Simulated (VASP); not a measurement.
Write the native input for VASP 6.6.1 that does the following.

* Task: relaxation of cell and atoms
* Functional: r2SCAN
* Potentials or basis: VASP PAW PBE potentials, release 64 (Be)
* Cutoff: 600 eV
* k mesh: 17 × 17 × 17
* Occupations: fermi-dirac, width 0.1 eV
* Spin: no spin polarisation
* Dipole correction: no
* Further INCAR settings: ALGO = Normal; EDIFF = 1e-07; IBRION = 2; EDIFFG = -0.01; NSW = 80; ISIF = 3

The system is Be.

```
CELL_PARAMETERS angstrom
-1.26581 1.26581 1.26581
1.26581 -1.26581 1.26581
1.26581 1.26581 -1.26581
ATOMIC_POSITIONS crystal
Be 0.00000 0.00000 0.00000
```

These files were run (other wordings do the same):

POSCAR

```
Be
1.0
   -1.2658080948      1.2658080948      1.2658080948
    1.2658080948     -1.2658080948      1.2658080948
    1.2658080948      1.2658080948     -1.2658080948
Be
1
Direct
    0.0000000000      0.0000000000      0.0000000000
```

INCAR.step1

```
PREC     = Accurate       # precision mode
ENCUT    = 600            # plane-wave cutoff, eV
ISMEAR   = -1             # smearing method
SIGMA    = 0.1            # smearing width, eV
LREAL    = F              # projectors in reciprocal space
LASPH    = T              # aspherical terms in the spheres
NELM     = 60             # most SCF steps
GGA      = PE             # functional
ALGO     = Normal         # electronic algorithm
EDIFF    = 1E-4           # SCF threshold, eV
LWAVE    = T              # write WAVECAR
LCHARG   = F              # write CHGCAR
```

INCAR.step2

```
PREC     = Accurate       # precision mode
ENCUT    = 600            # plane-wave cutoff, eV
EDIFF    = 1E-7           # SCF threshold, eV
ISMEAR   = -1             # smearing method
SIGMA    = 0.1            # smearing width, eV
LREAL    = F              # projectors in reciprocal space
LASPH    = T              # aspherical terms in the spheres
NELM     = 60             # most SCF steps
ALGO     = Normal         # electronic algorithm
ISIF     = 3              # what is computed and relaxed
LWAVE    = F              # write WAVECAR
LCHARG   = F              # write CHGCAR
METAGGA  = R2SCAN         # meta-GGA
LMIXTAU  = T            
IBRION   = 2              # ionic algorithm
NSW      = 80             # ionic steps
EDIFFG   = -0.01          # ionic threshold
ISTART   = 1
```

KPOINTS

```
regular mesh
0
Gamma
  17 17 17
```

Potentials or basis: VASP PAW PBE potentials, release 64 (Be).

Launch:

```bash
$ cat potpaw_PBE.64/Be/POTCAR > POTCAR
$ cp INCAR.step1 INCAR
$ mpirun -np 1 vasp_std > vasp.out
$ cp INCAR.step2 INCAR
$ mpirun -np 1 vasp_std > vasp.out
```

Results of the run:

```
Relaxed volume                         : 7.84 Å³/atom
Relaxed cell                           : a = 2.168 Å, b = 2.168 Å, c = 2.168 Å, α = 109.47°, β = 109.47°, γ = 109.47°
Space group after relaxing (to 0.05 Å) : Im-3m (No. 229)
Energy gained by relaxing              : 3.5 meV/atom
Ionic steps                            : 3
Pressure after relaxing                : 0.0 GPa
Band gap on the k mesh                 : zero (band 1 reaches 11.65 eV, above the bottom of band 2 at 6.74 eV)
```

Caveat: the PAW data sets were made with another functional, which shifts forces and pressure a little.

Run time: 47 s on 1 thread of Intel Xeon 6975P-C (shared host), peak memory 0.12 GiB.
